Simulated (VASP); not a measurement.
# Li4Br3Cl (P1) in VASP: single point with PBEsol

Aim: the single point of Li4Br3Cl with PBEsol.

Everything below comes from runs of VASP 6.6.1. Logs are shortened: lines on timing, memory, paths and dates and some standing lists are left out, and cuts for length are marked.

## Step 1: The cell of the first run

The typed cell holds 64 atoms: a = 10.665 Å, b = 10.665 Å, c = 10.665 Å, α = 90.00°, β = 90.00°, γ = 90.00°.

## Step 2: Single point, PBEsol

Contents of INCAR:

```
  ALGO = Normal
  EDIFF = 1E-6
  ENCUT = 880
  GGA = PS
  GGA_COMPAT = False
  ISIF = 2
  ISMEAR = -1
  ISYM = -1
  LASPH = True
  LCHARG = True
  LELF = True
  LREAL = Auto
  LVHAR = True
  LWAVE = False
  NBANDS = 198
  NELM = 120
  PREC = Accurate
  SIGMA = 0.05
```

Contents of KPOINTS:

```
explicit points
1
Reciprocal
  0.25000000   0.25000000   0.25000000 1
```

Contents of POSCAR:

```
Li4Br3Cl
1.0
   10.6649891603      0.0000000000      0.0000000000
    0.0000000000     10.6649891603      0.0000000000
    0.0000000000      0.0000000000     10.6649891603
Br Cl Li
24 8 32
Direct
    0.2512410000      0.0010560000      0.0003660000
    0.2512500000      0.0010450000      0.5004130000
    0.2502950000      0.4990590000      0.9995410000
    0.2503200000      0.4990180000      0.5012230000
    0.7488850000      0.0002150000      0.0012660000
    0.7489120000      0.0001780000      0.4994650000
    0.7499250000      0.4999200000      0.0004330000
    0.7500070000      0.4998870000      0.5003570000
    0.0013140000      0.2511670000      0.0004420000
    0.0013270000      0.2511770000      0.5003250000
    0.0001720000      0.7488800000      0.0014100000
    0.0001860000      0.7488510000      0.4993470000
    0.0013410000      0.0012770000      0.7503810000
    0.4999670000      0.0001410000      0.2503900000
    0.4991300000      0.0010420000      0.7503850000
    0.5000560000      0.4998420000      0.2504000000
    0.4990310000      0.4990160000      0.7503900000
    0.2503210000      0.2501980000      0.2503900000
    0.2502680000      0.7499230000      0.2503610000
    0.2512710000      0.7489780000      0.7503550000
    0.7498070000      0.2501950000      0.2503780000
    0.7487890000      0.2510100000      0.7503920000
    0.7499470000      0.7498570000      0.2503900000
    0.7490580000      0.7489570000      0.7503950000
    0.4984940000      0.2501170000      0.9987750000
    0.4985660000      0.2501320000      0.5019470000
    0.4999570000      0.7498110000      0.0004240000
    0.4999670000      0.7498250000      0.5003630000
    0.0001910000      0.0002750000      0.2503790000
    0.0002990000      0.4998590000      0.2503700000
    0.0017380000      0.4984270000      0.7504790000
    0.2518710000      0.2515050000      0.7503680000
    0.0000810000      0.0000110000      0.0081520000
    0.0000850000      0.9999570000      0.4925870000
    0.0002040000      0.4999530000      0.0026100000
    0.0002560000      0.4999320000      0.4973590000
    0.4999520000      0.0007610000      0.0018790000
    0.4999510000      0.0004000000      0.4989280000
    0.5000020000      0.5003350000      0.0005690000
    0.5000520000      0.5004600000      0.5002540000
    0.2615390000      0.2501850000      0.9930240000
    0.2616560000      0.2501560000      0.5078520000
    0.2627950000      0.7501620000      0.9989830000
    0.2628600000      0.7501330000      0.5017940000
    0.7360110000      0.2500860000      0.9988910000
    0.7361620000      0.2500520000      0.5018360000
    0.7369800000      0.7500690000      0.0001350000
    0.7369540000      0.7500410000      0.5006060000
    0.2391600000      0.0014140000      0.2503770000
    0.2471810000      0.0081450000      0.7503710000
    0.2385900000      0.4986640000      0.2503180000
    0.2405460000      0.4929180000      0.7503370000
    0.7612330000      0.0002870000      0.2503900000
    0.7540240000      0.0014810000      0.7503880000
    0.7621910000      0.4998020000      0.2503950000
    0.7621890000      0.4986080000      0.7503970000
    0.0013320000      0.2524870000      0.2503950000
    0.0076040000      0.2572370000      0.7503750000
    0.0003380000      0.7468020000      0.2503550000
    0.0018530000      0.7418790000      0.7503470000
    0.4985080000      0.2502300000      0.2507090000
    0.4930980000      0.2515040000      0.7504330000
    0.4998630000      0.7497730000      0.2502750000
    0.4989620000      0.7484260000      0.7506070000
```

Potentials or basis: VASP PAW PBE potentials, release 64 (Br, Cl, Li_sv).

Launch:

```
cat potpaw_PBE.64/Br/POTCAR potpaw_PBE.64/Cl/POTCAR potpaw_PBE.64/Li_sv/POTCAR > POTCAR
mpirun -np 1 vasp_std > vasp.out
```

OUTCAR:

```text
EDIFF = 1E-6
   ENCUT = 880
   GGA = PS
   ISIF = 2
   ISMEAR = -1
   ISYM = -1
   LASPH = True
   LREAL = Auto
   NELM = 120
   PREC = Accurate

 ion  position               nearest neighbor table
   1  0.251  0.001  0.000-  37 2.65  41 2.66  50 2.67  49 2.67  43 2.68  33 2.68
   2  0.251  0.001  0.500-  38 2.65  42 2.66  50 2.67  49 2.67  44 2.68  34 2.68
   3  0.250  0.499  1.000-  41 2.66  52 2.66  39 2.66  35 2.67  51 2.68  43 2.68
   4  0.250  0.499  0.501-  42 2.66  52 2.66  40 2.66  36 2.67  51 2.68  44 2.68
   5  0.749  0.000  0.001-  37 2.65  53 2.66  45 2.67  47 2.67  54 2.68  33 2.68
   6  0.749  0.000  0.499-  38 2.66  53 2.66  46 2.67  48 2.67  54 2.68  34 2.68
   7  0.750  0.500  0.000-  39 2.67  45 2.67  55 2.67  35 2.67  56 2.67  47 2.67
   8  0.750  0.500  0.500-  40 2.67  46 2.67  55 2.67  36 2.67  56 2.67  48 2.67
   9  0.001  0.251  0.000-  35 2.65  57 2.67  58 2.67  33 2.68
  10  0.001  0.251  0.500-  36 2.65  57 2.67  58 2.67  34 2.68
  11  0.000  0.749  0.001-  35 2.65  59 2.66  60 2.68  33 2.68
  12  0.000  0.749  0.499-  36 2.65  59 2.66  60 2.68  34 2.68
  13  0.001  0.001  0.750-  50 2.62  54 2.64
  14  0.500  0.000  0.250-  37 2.65  38 2.65  61 2.67  63 2.67
  15  0.499  0.001  0.750-  62 2.67  38 2.68  37 2.68  50 2.69  64 2.69
  16  0.500  0.500  0.250-  61 2.66  39 2.66  40 2.66  63 2.67
  17  0.499  0.499  0.750-  62 2.64  64 2.66  40 2.67  39 2.67
[... 29 lines left out ...]
  47  0.737  0.750  0.000-  27 2.53  24 2.67   5 2.67   7 2.67  23 2.67
  48  0.737  0.750  0.501-  28 2.53  24 2.67   6 2.67   8 2.67  23 2.67
  49  0.239  0.001  0.250-  29 2.55  18 2.66   1 2.67   2 2.67  19 2.68
  50  0.247  0.008  0.750-  32 2.60  13 2.62   2 2.67   1 2.67  15 2.69
  51  0.239  0.499  0.250-  30 2.54  18 2.65   3 2.68   4 2.68  19 2.68
  52  0.241  0.493  0.750-  31 2.55  32 2.58   4 2.66   3 2.66
  53  0.761  0.000  0.250-  29 2.55   6 2.66   5 2.66  21 2.67  23 2.67
  54  0.754  0.001  0.750-  13 2.64  22 2.66   5 2.68   6 2.68  24 2.69
  55  0.762  0.500  0.250-  30 2.54  21 2.67   8 2.67   7 2.67  23 2.67
  56  0.762  0.499  0.750-  31 2.55  22 2.64   8 2.67   7 2.67  24 2.67
  57  0.001  0.252  0.250-  18 2.66  10 2.67   9 2.67  21 2.68
  58  0.008  0.257  0.750-  31 2.57  32 2.61  10 2.67   9 2.67
  59  0.000  0.747  0.250-  30 2.63  11 2.66  12 2.66  19 2.67  23 2.67
  60  0.002  0.742  0.750-  31 2.60  20 2.66  12 2.68  11 2.68  24 2.70
  61  0.499  0.250  0.251-  18 2.65  16 2.66  14 2.67  21 2.68
  62  0.493  0.252  0.750-  32 2.57  17 2.64  15 2.67
  63  0.500  0.750  0.250-  19 2.66  16 2.67  23 2.67  14 2.67
  64  0.499  0.748  0.751-  20 2.64  17 2.66  24 2.67  15 2.69

IMPORTANT INFORMATION: All symmetrisations will be switched off!
NOSYMM: (Re-)initialisation of all symmetry stuff for point group C_1.

----------------------------------------------------------------------------------------

                                     Primitive cell

  volume of cell :    1213.0571

  direct lattice vectors                    reciprocal lattice vectors
[... 182 lines left out ...]
   EMIN   =  10.00;   EMAX   =-10.00  energy-range for DOS
   EFERMI =   0.00;   METHOD = LEGACY
   ISMEAR =    -1;   SIGMA  =   0.05  broadening in eV -4-tet -1-fermi 0-gaus
   EFERMI_NEDOS =   21; number of points for ismear=-14 and -15
   IALGO  =     38    algorithm
   IMIX   =      4    mixing-type and parameters
     AMIX     =   0.40;   BMIX     =  1.00
     AMIX_MAG =   1.60;   BMIX_MAG =  1.00
  volume/ion in A,a.u.               =      18.95       127.91
  Fermi-wavevector in a.u.,A,eV,Ry     =   1.049940  1.984099 14.998704  1.102374
  Thomas-Fermi vector in A             =   2.184923
   LORBIT       =      0    0 simple, 1 ext, 2 COOP (PROOUT), +10 PAW based schemes
   GGA     = PS    functional components
   LHFCALC =     F    Hartree Fock is set to
   AEXX    =    0.0000 exact exchange contribution
   IVDW    =     0    specifies the selected vdW correction
   LEPSILON=     F    determine dielectric tensor
   LRPA    =     F    only Hartree local field effects (RPA)
 non-spin polarized calculation
  energy-cutoff  :      880.00
  volume of cell :     1213.06
 maximum number of plane-waves:     71877
 NGX is ok and might be reduce to   108
   NGX = 51   NGY = 51   NGZ = 51

 number of electron     320.0000037 magnetization

 Free energy of the ion-electron system (eV)
  ---------------------------------------------------
  ext. energy  EPLUGINS =         0.00000000
  ---------------------------------------------------
  free energy    TOTEN  =      -227.04672323 eV

  energy without entropy =     -227.04672322  energy(sigma->0) =     -227.04672323

 E-fermi :   1.9204     XC(G=0):  -8.8437

 val. band max:        0.6967955329   @ k =   0.2500   0.2500   0.2500
 cond. band min:       6.4069214746   @ k =   0.2500   0.2500   0.2500
 fundamental gap:      5.7101259416
 Fermi energy:         1.9203682070

 k-point     1 :       0.2500    0.2500    0.2500
  band No.  band energies     occupation
      1     -42.8162      2.00000
      2     -42.8156      2.00000
      3     -42.8120      2.00000
      4     -42.8115      2.00000
      5     -42.8111      2.00000
      6     -42.8096      2.00000
[... 164 lines left out ...]
    171       7.4124      0.00000
    172       7.4237      0.00000
 [bands above 172 left out]

------------------------ aborting loop because EDIFF is reached ----------------------------------------

  FORCE on cell =-STRESS in cart. coord.  units (eV):
  Direction    XX          YY          ZZ          XY          YZ          ZX
  --------------------------------------------------------------------------------------
  -------------------------------------------------------------------------------------
  Total       -0.0801228      0.3962699      0.4049072     -0.9117450     -0.9439541     -0.9335185
  in kB       -0.1058243      0.5233840      0.5347919     -1.2042113     -1.2467524     -1.2329692
  external PRESSURE =       0.3174505 kB  Pullay stress =       0.0000000 kB

 VOLUME and BASIS-vectors are now :
 -----------------------------------------------------------------------------
  energy-cutoff  :      880.00
  volume of cell :     1213.06
      direct lattice vectors                 reciprocal lattice vectors
    10.664989160  0.000000000  0.000000000     0.093764746  0.000000000  0.000000000
     0.000000000 10.664989160  0.000000000     0.000000000  0.093764746  0.000000000
     0.000000000  0.000000000 10.664989160     0.000000000  0.000000000  0.093764746

 POSITION                                       TOTAL-FORCE (eV/Angst)
 -----------------------------------------------------------------------------------
      2.67948      0.01126      0.00390        -0.006118     -0.003781     -0.001034
      2.67958      0.01114      5.33690        -0.007296     -0.004310     -0.000266
      2.66939      5.32246     10.66009         0.001669      0.001183      0.002120
      2.66966      5.32202      5.34554        -0.001169      0.005182     -0.008355
      7.98685      0.00229      0.01350         0.004928     -0.002023     -0.004827
      7.98714      0.00190      5.32679         0.005179     -0.002338      0.003639
[... 56 lines left out ...]
      5.33103      7.99632      2.66918        -0.001474     -0.000977     -0.003216
      5.32142      7.98196      8.00522         0.000887      0.005350      0.001255
 -----------------------------------------------------------------------------------
    total drift:                               -0.024525      0.053177      0.021994

  FREE ENERGIE OF THE ION-ELECTRON SYSTEM (eV)
  ---------------------------------------------------
  free  energy   TOTEN  =      -227.0467232251 eV

  energy  without entropy=     -227.0467232250  energy(sigma->0) =     -227.04672323
```

Run time: 18 min. Hardware: 1 thread of Intel Xeon Platinum 8259CL at 2.50GHz (Skylake/Cascade Lake), shared host; peak memory 2.1 GiB.

Results:

* Free energy: -227.0467 eV
* Pressure: 0.0 GPa
* Largest force: 0.025 eV/Å
* Band gap on the k mesh: 5.71 eV

Forces on the atoms (eV/Å):
```
Br  -0.006 -0.004 -0.001
Br  -0.007 -0.004  0.000
Br   0.002  0.001  0.002
Br  -0.001  0.005 -0.008
Br   0.005 -0.002 -0.005
Br   0.005 -0.002  0.004
Br   0.001 -0.001 -0.002
Br   0.000 -0.001 -0.002
Br  -0.007 -0.002 -0.005
Br  -0.005 -0.003  0.001
Br   0.000  0.001 -0.007
Br   0.000  0.006  0.005
Br  -0.007 -0.002 -0.002
Br   0.000  0.001  0.000
Br   0.009 -0.009 -0.001
Br   0.000 -0.002 -0.001
Br   0.007  0.007  0.000
Br   0.000 -0.001  0.000
Br   0.002 -0.001 -0.001
Br  -0.007  0.002  0.000
Br  -0.001  0.001 -0.001
Br   0.008 -0.005  0.000
Br  -0.001 -0.002 -0.001
Br   0.007  0.008  0.000
Cl  -0.005  0.000 -0.007
Cl  -0.005 -0.002  0.004
Cl   0.003  0.002 -0.008
Cl   0.003  0.003 -0.009
Cl  -0.001 -0.004 -0.007
Cl  -0.004  0.001 -0.007
Cl   0.005 -0.006 -0.005
Cl   0.004  0.003 -0.002
Li   0.006 -0.001 -0.009
Li   0.000 -0.003 -0.002
Li   0.000 -0.003 -0.009
Li   0.002 -0.003  0.008
Li  -0.001  0.001 -0.007
Li  -0.001  0.009 -0.013
Li   0.000  0.004  0.005
Li   0.002 -0.010  0.000
Li  -0.004  0.007 -0.003
Li   0.000  0.001  0.010
Li  -0.016 -0.002  0.003
Li  -0.005 -0.001  0.006
Li  -0.009  0.000 -0.006
Li  -0.002 -0.004  0.015
Li   0.021  0.001  0.008
Li   0.025  0.001 -0.003
Li   0.007 -0.005  0.006
Li   0.011  0.000  0.008
Li   0.002  0.006  0.008
Li  -0.001  0.000  0.002
Li   0.001  0.005  0.003
Li  -0.013  0.004  0.000
Li  -0.008  0.000  0.004
Li  -0.014  0.005  0.001
Li  -0.008 -0.004 -0.001
Li   0.006  0.003  0.010
Li   0.002  0.006  0.001
Li   0.004 -0.002  0.006
Li  -0.004  0.001  0.009
Li  -0.004 -0.008  0.009
Li  -0.001 -0.001 -0.003
Li   0.001  0.005  0.001
```

Stress tensor (GPa, compression positive):
```
-0.01 -0.12 -0.12
-0.12  0.05 -0.12
-0.12 -0.12  0.05
```

Levels at points of the mesh, in eV from the valence-band top:
```tsv
k point	band 156	band 157	band 158	band 159	band 160	band 161	band 162	band 163	band 164	band 165
(0.25, 0.25, 0.25)	-0.18	-0.15	-0.12	-0.03	0.00	5.71	5.83	6.21	6.31	6.41
```

Caveat: the PAW data sets were made with another functional, which shifts forces and pressure a little; a shifted mesh leaves out Γ, where band edges can lie.
